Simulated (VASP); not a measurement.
# BN (P2_1) in VASP: notebook

BN is run at these levels: r2SCAN; tasks: single point.

Program: VASP 6.6.1. These are calculated values, not measurements. Logs are shortened: lines on timing, memory, paths and dates and some standing lists are left out, and cuts for length are marked.

## (1) The cell of the first run

The structure is monoclinic, space group P2_1 (No. 4). Conventional cell: a = 2.535 Å, b = 4.227 Å, c = 2.554 Å, α = 90.00°, β = 119.25°, γ = 90.00°. Within 2.1 Å of B (site symmetry 1) lie 4 N at 1.56 to 1.58 Å. N (site symmetry 1) has 4 B at 1.56 to 1.58 Å within 2.1 Å.

## (2) Single point, r2SCAN (strain +0.0175 x Voigt [0, 0, 0, 0, 0, 1])

File POSCAR:

```
BN
1.0
    2.5539396017      0.0223469715      0.0000000000
   -1.2576167558      2.2006030890      0.0000000000
    0.0000000000      0.0000000000      4.2268550000
B N
2 2
Direct
    0.6666666667      0.3333333333      0.9997240000
    0.3333333333      0.6666666667      0.4997240000
    0.6666666667      0.3333333333      0.6252760000
    0.3333333333      0.6666666667      0.1252760000
```

File INCAR.step1:

```
  PREC = Accurate
  ENCUT = 520
  ISMEAR = 0
  SIGMA = 0.05
  LREAL = F
  LASPH = T
  NELM = 60
  NBANDS = 16
  GGA = PE
  ALGO = Normal
  EDIFF = 1E-4
  LWAVE = T
  LCHARG = F
```

File INCAR.step2:

```
  PREC = Accurate
  ENCUT = 520
  EDIFF = 1E-6
  ISMEAR = 0
  SIGMA = 0.05
  LREAL = F
  LASPH = T
  NELM = 60
  ALGO = Normal
  ISIF = 2
  LWAVE = F
  LCHARG = F
  METAGGA = R2SCAN
  LMIXTAU = T
  NBANDS = 16
  ISTART = 1
```

File KPOINTS:

```
Automatic mesh
0
Gamma
  12 12 6
```

Potentials or basis: VASP PAW PBE potentials, release 64 (B, N).

On the command line:

```
$ cat potpaw_PBE.64/B/POTCAR potpaw_PBE.64/N/POTCAR > POTCAR
$ cp INCAR.step1 INCAR
$ mpirun -np 1 vasp_std > vasp.out
$ cp INCAR.step2 INCAR
$ mpirun -np 1 vasp_std > vasp.out
```

OUTCAR:

```text
PREC = Accurate
   ENCUT = 520
   EDIFF = 1E-6
   ISMEAR = 0
   LREAL = F
   LASPH = T
   NELM = 60
   ISIF = 2
   METAGGA = R2SCAN
   ISTART = 1

 ion  position               nearest neighbor table
   1  0.667  0.333  1.000-   4 1.56   4 1.57   4 1.58   3 1.58
   2  0.333  0.667  0.500-   3 1.56   3 1.57   3 1.58   4 1.58
   3  0.667  0.333  0.625-   2 1.56   2 1.57   2 1.58   1 1.58
   4  0.333  0.667  0.125-   1 1.56   1 1.57   1 1.58   2 1.58

  Warning from LATTYP: Monoclinic adjustment (A1->A3, A2->A1, A3->A2)!
  LATTYP: Found a simple monoclinic cell.
 ALAT       =     2.5346111851
 B/A-ratio  =     1.6676542046
 C/A-ratio  =     1.0076643640
 COS(beta)  =    -0.4885617497

  Lattice vectors:

 A1 = (  -1.2576167558,   2.2006030890,   0.0000000000)
 A2 = (   0.0000000000,   0.0000000000,   4.2268550000)
 A3 = (   2.5539396017,   0.0223469715,   0.0000000000)

Analysis of symmetry for initial positions (statically):
=====================================================================
 Subroutine PRICEL returns:
 Original cell was already a primitive cell.

 Routine SETGRP: Setting up the symmetry group for a
 simple monoclinic supercell.

 Subroutine GETGRP returns: Found  2 space group operations
 (whereof  1 operations were pure point group operations)
 out of a pool of  4 trial point group operations.

The static configuration has the point symmetry C_1 .
 The point group associated with its full space group is C_2 .

Analysis of symmetry for dynamics (positions and initial velocities):
=====================================================================
 Subroutine PRICEL returns:
 Original cell was already a primitive cell.

 Routine SETGRP: Setting up the symmetry group for a
 simple monoclinic supercell.

 Subroutine GETGRP returns: Found  2 space group operations
 (whereof  1 operations were pure point group operations)
 out of a pool of  4 trial point group operations.

The dynamic configuration has the point symmetry C_1 .
 The point group associated with its full space group is C_2 .

 Subroutine INISYM returns: Found  2 space group operations
 (whereof  1 operations are pure point group operations),
 and found     1 'primitive' translations

----------------------------------------------------------------------------------------

                                     Primitive cell

  volume of cell :      23.8746

  direct lattice vectors                    reciprocal lattice vectors
     2.553939602  0.022346971  0.000000000     0.389603719  0.222653584  0.000000000
    -1.257616756  2.200603089  0.000000000    -0.003956399  0.452159852  0.000000000
     0.000000000  0.000000000  4.226855000     0.000000000  0.000000000  0.236582518

  length of vectors
     2.554037368  2.534611185  4.226855000     0.448737870  0.452177161  0.236582518

  position of ions in fractional coordinates (direct lattice)
     0.666666667  0.333333333  0.999724000
     0.333333333  0.666666667  0.499724000
     0.666666667  0.333333333  0.625276000
     0.333333333  0.666666667  0.125276000

  ion indices of the primitive-cell ions
   primitive index   ion index
                 1           1
                 2           2
                 3           3
                 4           4

----------------------------------------------------------------------------------------

 KPOINTS: Automatic mesh

Automatic generation of k-mesh.
 Grid dimensions read from file:
 generate k-points for:   12   12    6

 Generating k-lattice:

  Cartesian coordinates                     Fractional coordinates (reciprocal lattice)
     0.032466977  0.018554465  0.000000000     0.083333333  0.000000000  0.000000000
    -0.000329700  0.037679988  0.000000000    -0.000000000  0.083333333  0.000000000
     0.000000000  0.000000000  0.039430420     0.000000000  0.000000000  0.166666667

  Length of vectors
     0.037394823  0.037681430  0.039430420

  Shift w.r.t. Gamma in fractional coordinates (k-lattice)
     0.000000000  0.000000000  0.000000000

 Subroutine IBZKPT returns following result:
 ===========================================

 Found    296 irreducible k-points:

 Following reciprocal coordinates:
            Coordinates               Weight
  0.000000  0.000000  0.000000      1.000000
  0.083333  0.000000  0.000000      2.000000
  0.166667  0.000000  0.000000      2.000000
  0.250000  0.000000  0.000000      2.000000
  0.333333  0.000000  0.000000      2.000000
  0.416667  0.000000  0.000000      2.000000
[... 16 lines left out ...]
  0.250000  0.166667  0.000000      2.000000
  0.333333  0.166667  0.000000      2.000000
 [... further k-points ...]
   k-points           NKPTS =    296   k-points in BZ     NKDIM =    296   number of bands    NBANDS=     16
   number of dos      NEDOS =    301   number of ions     NIONS =      4
   total plane-waves  NPLWV =  12800
   dimension x,y,z NGX =    20 NGY =   20 NGZ =   32
   dimension x,y,z NGXF=    40 NGYF=   40 NGZF=   64
   ions per type =               2   2
   NGX,Y,Z   is equivalent  to a cutoff of  13.02, 13.12, 12.59 a.u.
   NGXF,Y,Z  is equivalent  to a cutoff of  26.04, 26.24, 25.17 a.u.
 SYSTEM =  unknown system
   PREC   = accura    normal or accurate (medium, high low for compatibility)
   ISTART =      1    job   : 0-new  1-cont  2-samecut
   ICHARG =      0    charge: 1-file 2-atom 10-const
   ISPIN  =      1    spin polarized calculation?
   LNONCOLLINEAR =      F non collinear calculations
   LSORBIT =      F    spin-orbit coupling
   LASPH  =      T    aspherical Exc in radial PAW
   ENCUT  =  520.0 eV  38.22 Ry    6.18 a.u.   4.75  4.71  7.86*2*pi/ulx,y,z
   NELM   =     60;   NELMIN=  2; NELMDL=  0     # of ELM steps
   EDIFF  = 0.1E-05   stopping-criterion for ELM
   LREAL  =      F    real-space projection
   EDIFFG = 0.1E-04   stopping-criterion for IOM
   NSW    =      0    number of steps for IOM
   IBRION =     -1    ionic relax: 0-MD 1-quasi-New 2-CG
   NFREE  =      0    steps in history (QN), initial steepest desc. (CG)
   ISIF   =      2    stress and relaxation
   ISYM   =      2    0-nonsym 1-usesym 2-fastsym
   POTIM  = 0.5000    time-step for ionic-motion
   TEBEG  =    0.0;   TEEND  =   0.0 temperature during run
   PSTRESS=    0.0 pullay stress
   NELECT =      16.0000    total number of electrons
   NUPDOWN=      -1.0000    fix difference up-down
   EMIN   =  10.00;   EMAX   =-10.00  energy-range for DOS
   EFERMI =   0.00;   METHOD = LEGACY
   ISMEAR =     0;   SIGMA  =   0.05  broadening in eV -4-tet -1-fermi 0-gaus
   EFERMI_NEDOS =   21; number of points for ismear=-14 and -15
   IALGO  =     38    algorithm
   IMIX   =      4    mixing-type and parameters
     AMIX     =   0.40;   BMIX     =  1.00
     AMIX_MAG =   1.60;   BMIX_MAG =  1.00
  volume/ion in A,a.u.               =       5.97        40.28
  Fermi-wavevector in a.u.,A,eV,Ry     =   1.432637  2.707291 27.925261  2.052449
  Thomas-Fermi vector in A             =   2.552243
   LORBIT       =      0    0 simple, 1 ext, 2 COOP (PROOUT), +10 PAW based schemes
   METAGGA = R2SCAN    functional components
   LHFCALC =     F    Hartree Fock is set to
   AEXX    =    0.0000 exact exchange contribution
   IVDW    =     0    specifies the selected vdW correction
   LEPSILON=     F    determine dielectric tensor
   LRPA    =     F    only Hartree local field effects (RPA)
 non-spin polarized calculation
 Gauss-broadening in eV      SIGMA  =   0.05
  energy-cutoff  :      520.00
  volume of cell :       23.87
 maximum number of plane-waves:       660
   NGX =  9   NGY =  9   NGZ = 15

 number of electron      16.0000000 magnetization

 Free energy of the ion-electron system (eV)
  ---------------------------------------------------
  ext. energy  EPLUGINS =         0.00000000
  ---------------------------------------------------
  free energy    TOTEN  =       -38.25496966 eV

  energy without entropy =      -38.25496966  energy(sigma->0) =      -38.25496966

 E-fermi :   7.5788     XC(G=0): -13.5805

 val. band max:        7.3305932390   @ k =   0.0000   0.0000   0.0000
 cond. band min:      13.0002114168   @ k =   0.3333   0.3333   0.0000
 fundamental gap:      5.6696181778
 Fermi energy:         7.5788073463

 k-point     1 :       0.0000    0.0000    0.0000
  band No.  band energies     occupation
      1     -14.0744      2.00000
      2      -9.8986      2.00000
      3      -3.9420      2.00000
      4       5.0369      2.00000
      5       5.1568      2.00000
      6       7.0003      2.00000
[... 8 lines left out ...]
     15      20.1500      0.00000
     16      24.5486      0.00000

 k-point     2 :       0.0833    0.0000    0.0000
  band No.  band energies     occupation
      1     -13.9218      2.00000
      2      -9.7829      2.00000
      3      -3.7901      2.00000
      4       4.3076      2.00000
      5       4.8759      2.00000
      6       6.6251      2.00000
[... 8 lines left out ...]
     15      20.5634      0.00000
     16      24.2692      0.00000

 k-point     3 :       0.1667    0.0000    0.0000
  band No.  band energies     occupation
      1     -13.4695      2.00000
      2      -9.4529      2.00000
      3      -3.3408      2.00000
      4       2.5639      2.00000
      5       4.2233      2.00000
      6       5.1426      2.00000
[... 8 lines left out ...]
     15      21.7357      0.00000
     16      23.4404      0.00000

 k-point     4 :       0.2500    0.0000    0.0000
  band No.  band energies     occupation
      1     -12.7371      2.00000
      2      -8.9745      2.00000
      3      -2.6161      2.00000
      4       0.5277      2.00000
      5       3.2986      2.00000
      6       3.4874      2.00000
[... 8 lines left out ...]
     15      23.2545      0.00000
     16      23.4547      0.00000
[... 324 lines left out ...]
 k-point    22 :       0.1667    0.1667    0.0000
  band No.  band energies     occupation
      1     -12.3086      2.00000
      2      -8.7176      2.00000
      3      -2.1913      2.00000
      4       0.4763      2.00000
      5       1.4238      2.00000
      6       3.5240      2.00000
[... 8 lines left out ...]
     15      23.7487      0.00000
     16      23.9222      0.00000

 k-point    23 :       0.2500    0.1667    0.0000
  band No.  band energies     occupation
      1     -11.3732      2.00000
      2      -8.3245      2.00000
      3      -1.2775      2.00000
      4      -0.9027      2.00000
      5       0.4024      2.00000
      6       2.2519      2.00000
[... 8 lines left out ...]
     15      23.6073      0.00000
     16      24.3954      0.00000

 k-point    24 :       0.3333    0.1667    0.0000
  band No.  band energies     occupation
      1     -10.3397      2.00000
      2      -8.2512      2.00000
      3      -1.9770      2.00000
      4      -0.3867      2.00000
      5       0.0013      2.00000
      6       1.1226      2.00000
[... 8 lines left out ...]
     15      24.0952      0.00000
     16      24.8228      0.00000

 [... further k-points ...]

------------------------ aborting loop because EDIFF is reached ----------------------------------------

  FORCE on cell =-STRESS in cart. coord.  units (eV):
  Direction    XX          YY          ZZ          XY          YZ          ZX
  --------------------------------------------------------------------------------------
  -------------------------------------------------------------------------------------
  Total       -0.4976461     -0.4841808     -0.6143225     -1.0980744      0.0000000      0.0000000
  in kB      -33.3960610    -32.4924255    -41.2259837    -73.6896317      0.0000000      0.0000000
  external PRESSURE =     -35.7048234 kB  Pullay stress =       0.0000000 kB

 VOLUME and BASIS-vectors are now :
 -----------------------------------------------------------------------------
  energy-cutoff  :      520.00
  volume of cell :       23.87
      direct lattice vectors                 reciprocal lattice vectors
     2.553939602  0.022346971  0.000000000     0.389603719  0.222653584  0.000000000
    -1.257616756  2.200603089  0.000000000    -0.003956399  0.452159852  0.000000000
     0.000000000  0.000000000  4.226855000     0.000000000  0.000000000  0.236582518

 POSITION                                       TOTAL-FORCE (eV/Angst)
 -----------------------------------------------------------------------------------
      1.28342      0.74843      4.22569         0.021050     -0.005811      0.018291
      0.01290      1.47452      2.11226        -0.021050      0.005811      0.018291
      1.28342      0.74843      2.64295         0.066916     -0.006014     -0.018291
      0.01290      1.47452      0.52952        -0.066916      0.006014     -0.018291
 -----------------------------------------------------------------------------------
    total drift:                                0.000000      0.000000      0.002274

  FREE ENERGIE OF THE ION-ELECTRON SYSTEM (eV)
  ---------------------------------------------------
  free  energy   TOTEN  =       -38.2549696640 eV

  energy  without entropy=      -38.2549696640  energy(sigma->0) =      -38.25496966
```

It took 4.8 min on 1 thread of AMD EPYC 7R43 (Zen 3), shared host; peak memory 0.17 GiB.

Results:

```
Free energy            : -38.2550 eV
Pressure               : -3.6 GPa
Largest force          : 0.070 eV/Å
Band gap on the k mesh : 5.67 eV (least direct gap 8.78 eV)
```

Forces in eV/Å, atoms in the order of the input:
```
B    0.021 -0.006  0.018
B   -0.021  0.006  0.018
N    0.067 -0.006 -0.018
N   -0.067  0.006 -0.018
```

Caveat: the cell differs from its parent crystal (strain +0.0175 x Voigt [0, 0, 0, 0, 0, 1]); the cell stands under tension; the PAW data sets were made with another functional, which shifts forces and pressure a little.

## (3) Single point, r2SCAN (strain +0.0125 x Voigt [0, 0, 0, 0, 0, 1])

Changes to POSCAR since step 2:

```diff
@@ -2,4 +2,4 @@
 1.0
-    2.5539396017      0.0223469715      0.0000000000
-   -1.2576167558      2.2006030890      0.0000000000
+    2.5539396017      0.0159621225      0.0000000000
+   -1.2631461973      2.2037955135      0.0000000000
     0.0000000000      0.0000000000      4.2268550000
```

File INCAR.step1:

```
SYSTEM = BN
ALGO = Normal
EDIFF = 1E-4
ENCUT = 520
GGA = PE
ISMEAR = 0
LASPH = .True.
LCHARG = .False.
LREAL = .False.
LWAVE = .True.
NBANDS = 16
NELM = 60
PREC = Accurate
SIGMA = 0.05
```

File INCAR.step2:

```
SYSTEM = BN
ALGO = Normal
EDIFF = 1E-6
ENCUT = 520
ISIF = 2
ISMEAR = 0
ISTART = 1
LASPH = .True.
LCHARG = .True.
LELF = .True.
LMIXTAU = .True.
LREAL = .False.
LVHAR = .True.
LWAVE = .False.
METAGGA = R2SCAN
NBANDS = 16
NELM = 60
PREC = Accurate
SIGMA = 0.05
```

File KPOINTS:

```
k-points
0
Gamma
  12 12 6
  0 0 0
```

Potentials or basis: VASP PAW PBE potentials, release 64 (B, N).

On the command line:

```
$ cat potpaw_PBE.64/B/POTCAR potpaw_PBE.64/N/POTCAR > POTCAR
$ cp INCAR.step1 INCAR
$ mpirun -np 1 vasp_std > vasp.out
$ cp INCAR.step2 INCAR
$ mpirun -np 1 vasp_std > vasp.out
```

OUTCAR:

```text
SYSTEM = BN
   EDIFF = 1E-6
   ENCUT = 520
   ISIF = 2
   ISMEAR = 0
   ISTART = 1
   LASPH = .True.
   LREAL = .False.
   METAGGA = R2SCAN
   NELM = 60
   PREC = Accurate

 ion  position               nearest neighbor table
   1  0.667  0.333  1.000-   4 1.56   4 1.57   4 1.57   3 1.58
   2  0.333  0.667  0.500-   3 1.56   3 1.57   3 1.57   4 1.58
   3  0.667  0.333  0.625-   2 1.56   2 1.57   2 1.57   1 1.58
   4  0.333  0.667  0.125-   1 1.56   1 1.57   1 1.57   2 1.58

  Warning from LATTYP: Monoclinic adjustment (A1->A3, A2->A1, A3->A2)!
[... 661 lines left out ...]
  --------------------------------------------------------------------------------------
  -------------------------------------------------------------------------------------
  Total       -0.5058922     -0.4988883     -0.6141404     -0.7843825      0.0000000      0.0000000
  in kB      -33.9481667    -33.4781638    -41.2122150    -52.6364030      0.0000000      0.0000000
  external PRESSURE =     -36.2128485 kB  Pullay stress =       0.0000000 kB

 VOLUME and BASIS-vectors are now :
 -----------------------------------------------------------------------------
  energy-cutoff  :      520.00
  volume of cell :       23.88
      direct lattice vectors                 reciprocal lattice vectors
     2.553939602  0.015962122  0.000000000     0.390154287  0.223624152  0.000000000
    -1.263146197  2.203795513  0.000000000    -0.002825893  0.452142895  0.000000000
     0.000000000  0.000000000  4.226855000     0.000000000  0.000000000  0.236582518

 POSITION                                       TOTAL-FORCE (eV/Angst)
 -----------------------------------------------------------------------------------
      1.28158      0.74524      4.22569         0.014984     -0.002962      0.019855
      0.00922      1.47452      2.11226        -0.014984      0.002962      0.019855
      1.28158      0.74524      2.64295         0.047746     -0.003059     -0.019855
      0.00922      1.47452      0.52952        -0.047746      0.003059     -0.019855
 -----------------------------------------------------------------------------------
    total drift:                                0.000000      0.000000      0.002271

  FREE ENERGIE OF THE ION-ELECTRON SYSTEM (eV)
  ---------------------------------------------------
  free  energy   TOTEN  =       -38.2596407877 eV

  energy  without entropy=      -38.2596407877  energy(sigma->0) =      -38.25964079
```

OUTCAR.step1:

```text
SYSTEM = BN
   EDIFF = 1E-4
   ENCUT = 520
   GGA = PE
   ISMEAR = 0
   LASPH = .True.
   LREAL = .False.
   NELM = 60
[... 688 lines left out ...]
      0.00922      1.47452      2.11226        -0.025470      0.002945      0.012629
      1.28158      0.74524      2.64295         0.054998     -0.003024     -0.012629
      0.00922      1.47452      0.52952        -0.054998      0.003024     -0.012629
 -----------------------------------------------------------------------------------
    total drift:                                0.000000      0.000000      0.000336

  FREE ENERGIE OF THE ION-ELECTRON SYSTEM (eV)
  ---------------------------------------------------
  free  energy   TOTEN  =       -34.8279453815 eV

  energy  without entropy=      -34.8279453815  energy(sigma->0) =      -34.82794538
```

Wall time 4.9 min (1 thread of AMD EPYC 7R43 (Zen 3), shared host); peak memory 0.17 GiB.

Results:

| Property | Result |
| --- | --- |
| Free energy | -38.2596 eV |
| Pressure | -3.6 GPa |
| Largest force | 0.052 eV/Å |
| Band gap on the k mesh | 5.68 eV (least direct gap 8.86 eV) |

Forces on the atoms (eV/Å):
```
B    0.015 -0.003  0.020
B   -0.015  0.003  0.020
N    0.048 -0.003 -0.020
N   -0.048  0.003 -0.020
```

Levels at points of the mesh, in eV from the valence-band top:
```
           k point  band 6  band 7  band 8  band 9  band 10  band 11
(0.00, 0.00, 0.00)   -0.32   -0.08    0.00    8.86     9.07     9.18
(0.50, 0.00, 0.00)   -5.05   -4.52   -2.11    7.42     8.54    11.38
(0.00, 0.50, 0.00)   -5.17   -4.51   -2.21    7.22     8.51    11.26
(0.50, 0.50, 0.00)   -5.28   -4.52   -2.31    7.01     8.48    11.15
(0.00, 0.00, 0.50)   -1.28   -1.20   -1.20   10.02    10.02    10.51
(0.50, 0.00, 0.50)   -3.81   -3.75   -3.75    7.19     7.19    10.65
(0.00, 0.50, 0.50)   -3.92   -3.72   -3.72    7.11     7.11    10.59
(0.50, 0.50, 0.50)   -4.02   -3.71   -3.71    7.01     7.01    10.54
```

Caveat: the cell differs from its parent crystal (strain +0.0125 x Voigt [0, 0, 0, 0, 0, 1]); the cell stands under tension; the PAW data sets were made with another functional, which shifts forces and pressure a little. A k mesh can miss the band edges.
